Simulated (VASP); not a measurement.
# BN (P6_3/mmc) in VASP: notebook, part 2 of 2

VASP 6.6.1.

### 3 Single point, LDA (volume 8.498 Å^3 an atom, c/a of the conventional cell 2.4874)

Contents of INCAR:

```
PREC = Accurate
ENCUT = 520
EDIFF = 1E-6
ISMEAR = 0
SIGMA = 0.05
LREAL = False
LASPH = True
NELM = 60
ALGO = Normal
ISIF = 2
LWAVE = False
LCHARG = False
GGA = CA
NBANDS = 16
```

Contents of KPOINTS:

```
regular mesh
0
Gamma
  12 12 4
```

Contents of POSCAR:

```
BN
1.0
    2.5082268860      0.0000000000      0.0000000000
   -1.2541134430      2.1721882018      0.0000000000
    0.0000000000      0.0000000000      6.2389635563
B N
2 2
Direct
    0.3333333333      0.6666666667      0.2500000000
    0.6666666667      0.3333333333      0.7500000000
    0.3333333333      0.6666666667      0.7500000000
    0.6666666667      0.3333333333      0.2500000000
```

Potentials or basis: VASP PAW LDA potentials, release 64 (B, N).

Command:

```
cat potpaw_LDA.64/B/POTCAR potpaw_LDA.64/N/POTCAR > POTCAR
mpirun -np 1 vasp_std > vasp.out
```

OUTCAR:

```text
PREC = Accurate
   ENCUT = 520
   EDIFF = 1E-6
   ISMEAR = 0
   LREAL = False
   LASPH = True
   NELM = 60
   ISIF = 2
   GGA = CA

 ion  position               nearest neighbor table
   1  0.333  0.667  0.250-   4 1.45   4 1.45   4 1.45
   2  0.667  0.333  0.750-   3 1.45   3 1.45   3 1.45
   3  0.333  0.667  0.750-   2 1.45   2 1.45   2 1.45
   4  0.667  0.333  0.250-   1 1.45   1 1.45   1 1.45

  LATTYP: Found a hexagonal cell.
 ALAT       =     2.5082268860
 C/A-ratio  =     2.4874000000

  Lattice vectors:

 A1 = (   2.5082268860,   0.0000000000,   0.0000000000)
 A2 = (  -1.2541134430,   2.1721882018,   0.0000000000)
 A3 = (   0.0000000000,   0.0000000000,   6.2389635563)

Analysis of symmetry for initial positions (statically):
=====================================================================
 Subroutine PRICEL returns:
 Original cell was already a primitive cell.

 Routine SETGRP: Setting up the symmetry group for a
 hexagonal supercell.

 Subroutine GETGRP returns: Found 24 space group operations
 (whereof 12 operations were pure point group operations)
 out of a pool of 24 trial point group operations.

The static configuration has the point symmetry D_3d.
 The point group associated with its full space group is D_6h.

Analysis of symmetry for dynamics (positions and initial velocities):
=====================================================================
 Subroutine PRICEL returns:
 Original cell was already a primitive cell.

 Routine SETGRP: Setting up the symmetry group for a
 hexagonal supercell.

 Subroutine GETGRP returns: Found 24 space group operations
 (whereof 12 operations were pure point group operations)
 out of a pool of 24 trial point group operations.

The dynamic configuration has the point symmetry D_3d.
 The point group associated with its full space group is D_6h.

 Subroutine INISYM returns: Found 24 space group operations
 (whereof 12 operations are pure point group operations),
 and found     1 'primitive' translations
[... 121 lines left out ...]
  Fermi-wavevector in a.u.,A,eV,Ry     =   1.273472  2.406512 22.064974  1.621730
  Thomas-Fermi vector in A             =   2.406293
   LORBIT       =      0    0 simple, 1 ext, 2 COOP (PROOUT), +10 PAW based schemes
   GGA     = CA    functional components
   LHFCALC =     F    Hartree Fock is set to
   AEXX    =    0.0000 exact exchange contribution
   IVDW    =     0    specifies the selected vdW correction
   LEPSILON=     F    determine dielectric tensor
   LRPA    =     F    only Hartree local field effects (RPA)
 non-spin polarized calculation
 Gauss-broadening in eV      SIGMA  =   0.05
  energy-cutoff  :      520.00
  volume of cell :       33.99
 maximum number of plane-waves:       927
 NGX is ok and might be reduce to    20
   NGX =  9   NGY =  9   NGZ = 23

 number of electron      16.0000000 magnetization

 Free energy of the ion-electron system (eV)
  ---------------------------------------------------
  ext. energy  EPLUGINS =         0.00000000
  ---------------------------------------------------
  free energy    TOTEN  =       -38.56379565 eV

  energy without entropy =      -38.56379565  energy(sigma->0) =      -38.56379565

 E-fermi :   3.0002     XC(G=0): -10.8963

 val. band max:        2.7219100350   @ k =   0.3333   0.2500   0.0000
 cond. band min:       6.6500351014   @ k =   0.5000  -0.0000   0.0000
 fundamental gap:      3.9281250664
 Fermi energy:         3.0002359805

 k-point     1 :       0.0000    0.0000    0.0000
  band No.  band energies     occupation
      1     -14.9907      2.00000
      2     -14.4956      2.00000
      3      -3.9550      2.00000
      4      -1.0089      2.00000
      5       1.3041      2.00000
      6       1.3041      2.00000
[... 433 lines left out ...]
      3      -4.1979      2.00000
      4      -4.0886      2.00000
      5      -0.9409      2.00000
      6      -0.8618      2.00000
[... 8 lines left out ...]
     15      19.4777      0.00000
     16      20.9602      0.00000

 [... further k-points ...]

------------------------ aborting loop because EDIFF is reached ----------------------------------------

  FORCE on cell =-STRESS in cart. coord.  units (eV):
  Direction    XX          YY          ZZ          XY          YZ          ZX
  --------------------------------------------------------------------------------------
  -------------------------------------------------------------------------------------
  Total       -1.6794181     -1.6794181      0.2492914      0.0000000      0.0000000      0.0000000
  in kB      -79.1576157    -79.1576157     11.7500885      0.0000000      0.0000000      0.0000000
  external PRESSURE =     -48.8550476 kB  Pullay stress =       0.0000000 kB

 VOLUME and BASIS-vectors are now :
 -----------------------------------------------------------------------------
  energy-cutoff  :      520.00
  volume of cell :       33.99
      direct lattice vectors                 reciprocal lattice vectors
     2.508226886  0.000000000  0.000000000     0.398688016  0.230182633  0.000000000
    -1.254113443  2.172188202  0.000000000     0.000000000  0.460365266  0.000000000
     0.000000000  0.000000000  6.238963556     0.000000000  0.000000000  0.160283033

 POSITION                                       TOTAL-FORCE (eV/Angst)
 -----------------------------------------------------------------------------------
     -0.00000      1.44813      1.55974        -0.000000      0.000000      0.000000
      1.25411      0.72406      4.67922         0.000000     -0.000000      0.000000
     -0.00000      1.44813      4.67922         0.000000      0.000000      0.000000
      1.25411      0.72406      1.55974        -0.000000     -0.000000      0.000000
 -----------------------------------------------------------------------------------
    total drift:                               -0.000000      0.000000      0.000000

  FREE ENERGIE OF THE ION-ELECTRON SYSTEM (eV)
  ---------------------------------------------------
  free  energy   TOTEN  =       -38.5637956473 eV

  energy  without entropy=      -38.5637956473  energy(sigma->0) =      -38.56379565
```

OSZICAR:

```text
N       E                     dE             d eps       ncg     rms          rms(c)
DAV:   1     0.417129965143E+02    0.41713E+02   -0.80658E+03  1832   0.931E+02
DAV:   2    -0.396372508338E+02   -0.81350E+02   -0.74170E+02  2576   0.208E+02
DAV:   3    -0.423814271500E+02   -0.27442E+01   -0.27365E+01  2256   0.377E+01
DAV:   4    -0.423943638730E+02   -0.12937E-01   -0.12935E-01  2328   0.298E+00
DAV:   5    -0.423944670912E+02   -0.10322E-03   -0.10321E-03  2248   0.247E-01    0.109E+01
DAV:   6    -0.390054898841E+02    0.33890E+01   -0.54952E+00  2160   0.179E+01    0.473E+00
DAV:   7    -0.386770031534E+02    0.32849E+00   -0.44588E-01  2448   0.472E+00    0.296E+00
DAV:   8    -0.385693218914E+02    0.10768E+00   -0.25546E-01  2376   0.341E+00    0.464E-01
DAV:   9    -0.385638201236E+02    0.55018E-02   -0.15001E-02  2120   0.957E-01    0.180E-01
DAV:  10    -0.385637861550E+02    0.33969E-04   -0.68465E-04  2376   0.192E-01    0.243E-02
DAV:  11    -0.385637958874E+02   -0.97325E-05   -0.27243E-05  2136   0.422E-02    0.167E-02
DAV:  12    -0.385637956473E+02    0.24018E-06   -0.52560E-06  2200   0.166E-02
   1 F= -.38563796E+02 E0= -.38563796E+02  d E =-.205139E-16
```

stdout:

```text
POSCAR found type information on POSCAR B N
 POSCAR found :  2 types and       4 ions
 scaLAPACK will be used
 LDA part: xc-table for (Slater(with rela. corr.)+CA(PZ))
 , standard interpolation
 POSCAR, INCAR and KPOINTS ok, starting setup
 FFT: planning ... GRIDC
 FFT: planning ... GRID_SOFT
 FFT: planning ... GRID
 WAVECAR not read
 entering main loop
```

Run time: 18 s. Hardware: 1 thread of Intel Xeon Platinum 8375C at 2.90GHz (Ice Lake), shared host; peak memory 0.15 GiB.

What came out:

- Free energy: -38.5638 eV
- Pressure: -4.9 GPa
- Band gap on the k mesh: 3.93 eV, indirect (least direct gap 4.27 eV)

Stress tensor (GPa, compression positive):
```
-7.92  0.00  0.00
 0.00 -7.92  0.00
 0.00  0.00  1.18
```

 A k mesh can miss the band edges.

### 4 Single point, LDA (volume 8.498 Å^3 an atom, c/a of the conventional cell 2.3702)

Contents of INCAR:

```
SYSTEM = BN
ALGO = Normal ; EDIFF = 1E-6
ENCUT = 520 ; ISIF = 2
ISMEAR = 0 ; LASPH = .True.
LCHARG = .False. ; LREAL = .False.
LWAVE = .False. ; NBANDS = 16
NELM = 80 ; PREC = Accurate
SIGMA = 0.05
```

Contents of KPOINTS:

```
k-points
0
Gamma
  12 12 4
  0 0 0
```

Contents of POSCAR:

```
BN
1.0
    2.5489052835      0.0000000000      0.0000000000
   -1.2744526418      2.2074167274      0.0000000000
    0.0000000000      0.0000000000      6.0414153030
B N
2 2
Direct
    0.3333333333      0.6666666667      0.2500000000
    0.6666666667      0.3333333333      0.7500000000
    0.3333333333      0.6666666667      0.7500000000
    0.6666666667      0.3333333333      0.2500000000
```

Command:

```
cat potpaw_LDA.64/B/POTCAR potpaw_LDA.64/N/POTCAR > POTCAR
mpirun -np 1 vasp_std > vasp.out
```

Run time: 18 s. Hardware: 1 thread of Intel Xeon Platinum 8375C at 2.90GHz (Ice Lake), shared host; peak memory 0.14 GiB.

Results (log left out):

| Item | Value |
| --- | --- |
| Free energy | -38.4376 eV |
| Pressure | -15.9 GPa |
| Band gap on the k mesh | 3.83 eV, indirect (least direct gap 4.08 eV) |

Stress tensor (GPa, compression positive):
```
-25.09   0.00   0.00
  0.00 -25.09   0.00
  0.00   0.00   2.51
```

Levels at points of the mesh, in eV from the valence-band top:
```
           k point  band 5  band 6  band 7  band 8  band 9  band 10  band 11  band 12
(0.00, 0.00, 0.00)   -1.50   -1.50   -1.40   -1.40    5.61    10.76    10.83    10.83
(0.50, 0.00, 0.00)   -4.20   -4.04   -1.92   -0.25    3.83     5.85     9.06     9.14
(0.00, 0.00, 0.50)   -1.45   -1.45   -1.45   -1.45    8.41     8.41    10.96    10.96
(0.50, 0.00, 0.50)   -4.12   -4.12   -0.99   -0.99    4.35     4.35     9.33     9.33
```

### 5 Single point, LDA (volume 8.498 Å^3 an atom, c/a of the conventional cell 2.7393)

Contents of INCAR:

```
  PREC = Accurate
  ENCUT = 520
  EDIFF = 1E-7
  ISMEAR = 0
  SIGMA = 0.05
  LREAL = F
  LASPH = T
  NELM = 60
  ALGO = Normal
  ISIF = 2
  LWAVE = F
  LCHARG = F
  NBANDS = 16
```

Contents of KPOINTS:

```
Automatic mesh
0
Gamma
  12 12 4
```

Contents of POSCAR:

```
BN
1.0
    2.4288582118      0.0000000000      0.0000000000
   -1.2144291059      2.1034529136      0.0000000000
    0.0000000000      0.0000000000      6.6533712996
B N
2 2
Direct
    0.3333333333      0.6666666667      0.2500000000
    0.6666666667      0.3333333333      0.7500000000
    0.3333333333      0.6666666667      0.7500000000
    0.6666666667      0.3333333333      0.2500000000
```

Command:

```
cat potpaw_LDA.64/B/POTCAR potpaw_LDA.64/N/POTCAR > POTCAR
mpirun -np 1 vasp_std > vasp.out
```

It took 19 s on 1 thread of Intel Xeon Platinum 8375C at 2.90GHz (Ice Lake), shared host; peak memory 0.14 GiB.

Results (log left out):

* Free energy: -38.4159 eV
* Pressure: 20.4 GPa
* Band gap on the k mesh: 4.21 eV, indirect (least direct gap 4.72 eV)

Stress tensor (GPa, compression positive):
```
30.92  0.00  0.00
 0.00 30.92  0.00
 0.00  0.00 -0.72
```

Levels at points of the mesh, in eV from the valence-band top:
```tsv
k point	band 4	band 5	band 6	band 7	band 8	band 9	band 10	band 11	band 12	band 13
(0.00, 0.00, 0.00)	-4.66	-1.23	-1.23	-1.20	-1.20	4.85	10.23	12.21	12.21	12.32
(0.50, 0.00, 0.00)	-9.18	-4.30	-4.24	-1.55	-0.54	4.21	5.69	10.26	10.96	12.59
(0.00, 0.00, 0.50)	-5.85	-1.21	-1.21	-1.21	-1.21	7.34	7.34	12.27	12.27	12.27
(0.50, 0.00, 0.50)	-9.21	-4.27	-4.27	-1.03	-1.03	4.72	4.72	10.85	10.85	13.64
```

 A k mesh can miss the band edges.

### 6 The runs side by side

```csv
cell,gap on the mesh (eV),pressure (GPa)
"a = 2.390, b = 2.390, c = 6.871 Å, angles 90.0, 90.0, 120.0°, 4 atoms",4.34,34.6
"a = 2.508, b = 2.508, c = 6.239 Å, angles 90.0, 90.0, 120.0°, 4 atoms",3.93,-4.9
"a = 2.549, b = 2.549, c = 6.041 Å, angles 90.0, 90.0, 120.0°, 4 atoms",3.83,-15.9
"a = 2.429, b = 2.429, c = 6.653 Å, angles 90.0, 90.0, 120.0°, 4 atoms",4.21,20.4
```

Alike in all rows: task single point; level LDA; potentials or basis VASP PAW LDA potentials, release 64 (B, N); no spin polarisation; k mesh 12 × 12 × 4; cutoff (eV) 520; smearing gaussian 0.05 eV.

Absolute energies hang on the potentials; compare differences alone.
